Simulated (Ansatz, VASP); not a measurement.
AlN in VASP and in Ansatz

```
CELL_PARAMETERS angstrom
0.00000 2.13970 2.13970
2.13970 0.00000 2.13970
2.13970 2.13970 0.00000
ATOMIC_POSITIONS crystal
Al 0.00000 0.00000 0.00000
N 0.25000 0.25000 0.25000
```

Alike in both runs: task single point; functional HSE06; k mesh 4 × 4 × 4; occupations fermi-dirac, width 0.05 eV; no spin polarisation.

```csv
,VASP,Ansatz
version,VASP 6.6.1,Ansatz 0.2.0 development build
potentials or method,"VASP PAW PBE potentials, release 64 (Al, N)","plane waves, PAW datasets (generated soft set 1)"
plane-wave cutoff (eV),520,420
valence electrons in the cell,8,8
```

|  | VASP | Ansatz | Ansatz less VASP |
| --- | --- | --- | --- |
| gap on the k mesh at the Fermi level (eV) | 4.61 | 4.61 | -0.004 |

Ansatz's warnings: stress exchange threshold loose, stress scf threshold loose.

The k mesh is coarse, so the values compare programs but aren't converged.
